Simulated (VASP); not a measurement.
# SiC (P6_3mc) in VASP: a series of runs, part 2 of 3

VASP 6.6.1.

**5. Relaxation of shape and atoms at fixed volume, PBEsol (volume scaled by 1.06)**

Input file INCAR:

```
ALGO = Normal ; EDIFF = 1E-7
EDIFFG = -0.01 ; ENCUT = 600
GGA = PS ; IBRION = 2
ISIF = 4 ; ISMEAR = 0
LASPH = True ; LCHARG = False
LREAL = False ; LWAVE = False
NELM = 100 ; NSW = 50
PREC = Accurate ; SIGMA = 0.02
```

Input file KPOINTS:

```
k-points
0
Gamma
  12 12 6
```

Input file POSCAR:

```
SiC
1.0
    3.1361308402      0.0000000000      0.0000000000
   -1.5680654201      2.7159689772      0.0000000000
    0.0000000000      0.0000000000      5.1467111322
Si C
2 2
Direct
    0.3333333333      0.6666666667      0.0045849533
    0.6666666667      0.3333333333      0.5045849533
    0.3333333333      0.6666666667      0.3804150467
    0.6666666667      0.3333333333      0.8804150467
```

Potentials or basis: VASP PAW PBE potentials, release 64 (Si, C).

The run is started by

```bash
$ cat potpaw_PBE.64/Si/POTCAR potpaw_PBE.64/C/POTCAR > POTCAR
$ mpirun -np 1 vasp_std > vasp.out
```

OUTCAR:

```text
EDIFF = 1E-7
   EDIFFG = -0.01
   ENCUT = 600
   GGA = PS
   IBRION = 2
   ISIF = 4
   ISMEAR = 0
   LASPH = True
   LREAL = False
   NELM = 100
   NSW = 50
   PREC = Accurate

 ion  position               nearest neighbor table
   1  0.333  0.667  0.005-   4 1.92   4 1.92   4 1.92   3 1.93   2 3.15   2 3.15   2 3.15   2 3.15
                             2 3.15   2 3.15
   2  0.667  0.333  0.505-   3 1.92   3 1.92   3 1.92   4 1.93   1 3.15   1 3.15   1 3.15   1 3.15
                             1 3.15   1 3.15
   3  0.333  0.667  0.380-   2 1.92   2 1.92   2 1.92   1 1.93
   4  0.667  0.333  0.880-   1 1.92   1 1.92   1 1.92   2 1.93

  LATTYP: Found a hexagonal cell.
 ALAT       =     3.1361308402
 C/A-ratio  =     1.6411021716

  Lattice vectors:

 A1 = (   3.1361308402,   0.0000000000,   0.0000000000)
 A2 = (  -1.5680654201,   2.7159689772,   0.0000000000)
 A3 = (   0.0000000000,   0.0000000000,   5.1467111322)

Analysis of symmetry for initial positions (statically):
=====================================================================
 Subroutine PRICEL returns:
 Original cell was already a primitive cell.

 Routine SETGRP: Setting up the symmetry group for a
 hexagonal supercell.

 Subroutine GETGRP returns: Found 12 space group operations
 (whereof  6 operations were pure point group operations)
 out of a pool of 24 trial point group operations.

The static configuration has the point symmetry C_3v.
 The point group associated with its full space group is C_6v.

Analysis of symmetry for dynamics (positions and initial velocities):
=====================================================================
 Subroutine PRICEL returns:
 Original cell was already a primitive cell.

 Routine SETGRP: Setting up the symmetry group for a
 hexagonal supercell.

 Subroutine GETGRP returns: Found 12 space group operations
 (whereof  6 operations were pure point group operations)
 out of a pool of 24 trial point group operations.

The dynamic configuration has the point symmetry C_3v.
 The point group associated with its full space group is C_6v.

 Subroutine INISYM returns: Found 12 space group operations
 (whereof  6 operations are pure point group operations),
 and found     1 'primitive' translations

----------------------------------------------------------------------------------------

                                     Primitive cell

  volume of cell :      43.8378

  direct lattice vectors                    reciprocal lattice vectors
     3.136130840  0.000000000  0.000000000     0.318864247  0.184096359  0.000000000
    -1.568065420  2.715968977  0.000000000     0.000000000  0.368192718  0.000000000
     0.000000000  0.000000000  5.146711132     0.000000000  0.000000000  0.194298839

  length of vectors
     3.136130840  3.136130840  5.146711132     0.368192718  0.368192718  0.194298839

  position of ions in fractional coordinates (direct lattice)
     0.333333333  0.666666667  0.004584953
     0.666666667  0.333333333  0.504584953
[... 130 lines left out ...]

  energy without entropy =      -31.73620023  energy(sigma->0) =      -31.73620023

------------------------ aborting loop because EDIFF is reached ----------------------------------------

  FORCE on cell =-STRESS in cart. coord.  units (eV):
  Direction    XX          YY          ZZ          XY          YZ          ZX
  --------------------------------------------------------------------------------------
  -------------------------------------------------------------------------------------
  Total       -3.1289061     -3.1289061     -3.0657600      0.0000000      0.0000000      0.0000000
  in kB     -114.3547832   -114.3547832   -112.0469307      0.0000000      0.0000000      0.0000000
  external PRESSURE =    -113.5854990 kB  Pullay stress =       0.0000000 kB

 VOLUME and BASIS-vectors are now :
 -----------------------------------------------------------------------------
  energy-cutoff  :      600.00
  volume of cell :       43.84
      direct lattice vectors                 reciprocal lattice vectors
     3.136130840  0.000000000  0.000000000     0.318864247  0.184096359  0.000000000
    -1.568065420  2.715968977  0.000000000     0.000000000  0.368192718  0.000000000
     0.000000000  0.000000000  5.146711132     0.000000000  0.000000000  0.194298839

 POSITION                                       TOTAL-FORCE (eV/Angst)
 -----------------------------------------------------------------------------------
     -0.00000      1.81065      0.02360        -0.000000      0.000000     -0.008159
      1.56807      0.90532      2.59695        -0.000000     -0.000000     -0.008159
     -0.00000      1.81065      1.95789         0.000000      0.000000      0.008159
      1.56807      0.90532      4.53124         0.000000      0.000000      0.008159
 -----------------------------------------------------------------------------------
    total drift:                               -0.000000      0.000000     -0.000097

  FREE ENERGIE OF THE ION-ELECTRON SYSTEM (eV)
  ---------------------------------------------------
  free  energy   TOTEN  =       -31.7362002337 eV

  energy  without entropy=      -31.7362002337  energy(sigma->0) =      -31.73620023

--------------------------------------- Ionic step        2  -------------------------------------------

 number of electron      16.0000000 magnetization

 Free energy of the ion-electron system (eV)
  ---------------------------------------------------
  ext. energy  EPLUGINS =         0.00000000
  ---------------------------------------------------
  free energy    TOTEN  =       -31.73620208 eV

  energy without entropy =      -31.73620208  energy(sigma->0) =      -31.73620208

 E-fermi :   7.6467     XC(G=0): -11.2511

 val. band max:        7.5593062840   @ k =   0.0000   0.0000   0.0000
 cond. band min:       9.7784921783   @ k =   0.3333   0.3333   0.0000
 fundamental gap:      2.2191858944
 Fermi energy:         7.6467039112

 k-point     1 :       0.0000    0.0000    0.0000
  band No.  band energies     occupation
      1      -7.5706      2.00000
      2      -4.1866      2.00000
      3      -0.8712      2.00000
      4       6.2705      2.00000
      5       6.2705      2.00000
      6       7.4529      2.00000
      7       7.5593      2.00000
      8       7.5593      2.00000
      9      11.8350      0.00000
     10      13.0877      0.00000
     11      13.8297      0.00000
     12      13.8297      0.00000
[... 331 lines left out ...]
 k-point    24 :       0.3333    0.0000    0.1667
  band No.  band energies     occupation
      1      -5.6778      2.00000
      2      -3.2446      2.00000
      3       0.3694      2.00000
      4       2.1017      2.00000
      5       2.8499      2.00000
      6       4.7942      2.00000
      7       5.9930      2.00000
      8       6.4701      2.00000
      9      10.6919      0.00000
     10      11.8157      0.00000
     11      13.9335      0.00000
     12      15.0367      0.00000

 [... further k-points ...]

------------------------ aborting loop because EDIFF is reached ----------------------------------------

  FORCE on cell =-STRESS in cart. coord.  units (eV):
  Direction    XX          YY          ZZ          XY          YZ          ZX
  --------------------------------------------------------------------------------------
  -------------------------------------------------------------------------------------
  Total       -3.0897465     -3.0897465     -3.1420415      0.0000000      0.0000000      0.0000000
  in kB     -112.9235850   -112.9235850   -114.8348572      0.0000000      0.0000000      0.0000000
  external PRESSURE =    -113.5606758 kB  Pullay stress =       0.0000000 kB

 VOLUME and BASIS-vectors are now :
 -----------------------------------------------------------------------------
  energy-cutoff  :      600.00
  volume of cell :       43.84
      direct lattice vectors                 reciprocal lattice vectors
     3.135334901  0.000000000  0.000000000     0.318945195  0.184143094 -0.000000000
    -1.567667450  2.715279673  0.000000000     0.000000000  0.368286188  0.000000000
     0.000000000  0.000000000  5.149324564     0.000000000  0.000000000  0.194200227

 POSITION                                       TOTAL-FORCE (eV/Angst)
 -----------------------------------------------------------------------------------
     -0.00000      1.81019      0.02322         0.000000      0.000000      0.009388
      1.56767      0.90509      2.59788         0.000000     -0.000000      0.009388
     -0.00000      1.81019      1.95927        -0.000000      0.000000     -0.009388
      1.56767      0.90509      4.53394        -0.000000      0.000000     -0.009388
 -----------------------------------------------------------------------------------
    total drift:                               -0.000000      0.000000     -0.000408

  FREE ENERGIE OF THE ION-ELECTRON SYSTEM (eV)
  ---------------------------------------------------
  free  energy   TOTEN  =       -31.7362020790 eV

  energy  without entropy=      -31.7362020790  energy(sigma->0) =      -31.73620208

 reached required accuracy - stopping structural energy minimisation
```

OSZICAR:

```text
N       E                     dE             d eps       ncg     rms          rms(c)
DAV:   1     0.382775651848E+02    0.38278E+02   -0.80663E+03  1824   0.134E+03
DAV:   2    -0.316270267032E+02   -0.69905E+02   -0.63594E+02  2588   0.194E+02
[... 12 lines left out ...]
   1 F= -.31736200E+02 E0= -.31736200E+02  d E =-.317362E+02
       N       E                     dE             d eps       ncg     rms          rms(c)
DAV:   1    -0.317362283376E+02   -0.28130E-04   -0.25947E-03  2168   0.428E-01    0.306E-02
DAV:   2    -0.317362127211E+02    0.15616E-04   -0.84450E-05  2296   0.810E-02    0.155E-02
DAV:   3    -0.317362020184E+02    0.10703E-04   -0.18456E-05  2276   0.373E-02    0.311E-03
DAV:   4    -0.317362021032E+02   -0.84872E-07   -0.34017E-06  2264   0.132E-02    0.209E-03
DAV:   5    -0.317362020790E+02    0.24271E-07   -0.68241E-08  1300   0.250E-03
   2 F= -.31736202E+02 E0= -.31736202E+02  d E =-.184525E-05
```

CONTCAR:

```text
SiC
   1.00000000000000
     3.1353349005695925    0.0000000000000000    0.0000000000000000
    -1.5676674502847963    2.7152796732605697    0.0000000000000000
     0.0000000000000000    0.0000000000000000    5.1493245635893610
  Si              C
     2     2
Direct
     0.3333333332999970    0.6666666667000030    0.0045084788735644
     0.6666666667000030    0.3333333332999970    0.5045084788735644
     0.3333333332999970    0.6666666667000030    0.3804915211264336
     0.6666666667000030    0.3333333332999970    0.8804915211264336

  0.00000000E+00  0.00000000E+00  0.00000000E+00
  0.00000000E+00  0.00000000E+00  0.00000000E+00
  0.00000000E+00  0.00000000E+00  0.00000000E+00
  0.00000000E+00  0.00000000E+00  0.00000000E+00
```

Run time: 55 s. Hardware: 1 thread of Intel Xeon Platinum 8259CL at 2.50GHz (Skylake/Cascade Lake), shared host; peak memory 0.19 GiB.

Results:

- Free energy: -31.7362 eV
- Energy gained by relaxing: 0.0 meV/atom
- Ionic steps: 2
- Pressure after relaxing: -11.4 GPa
- Largest force after relaxing: 0.009 eV/Å
- Band gap on the k mesh: 2.22 eV, indirect (least direct gap 3.75 eV)

Forces in eV/Å, atoms in the order of the input:
```
Si   0.000  0.000  0.009
Si   0.000  0.000  0.009
C    0.000  0.000 -0.009
C    0.000  0.000 -0.009
```

Final structure:
```cif
data_structure
_symmetry_space_group_name_H-M 'P 1'
_symmetry_Int_Tables_number 1
_cell_length_a 3.1353
_cell_length_b 3.1353
_cell_length_c 5.1493
_cell_angle_alpha 90.000
_cell_angle_beta 90.000
_cell_angle_gamma 120.000
_cell_volume 43.84
loop_
_atom_site_label
_atom_site_type_symbol
_atom_site_fract_x
_atom_site_fract_y
_atom_site_fract_z
_atom_site_occupancy
Si1 Si 0.33333 0.66667 0.00451 1
Si2 Si 0.66667 0.33333 0.50451 1
C1 C 0.33333 0.66667 0.38049 1
C2 C 0.66667 0.33333 0.88049 1
```

Caveat: the PAW data sets were made with another functional, which shifts forces and pressure a little. A k mesh can miss the band edges.

[end of part 2 of 3]
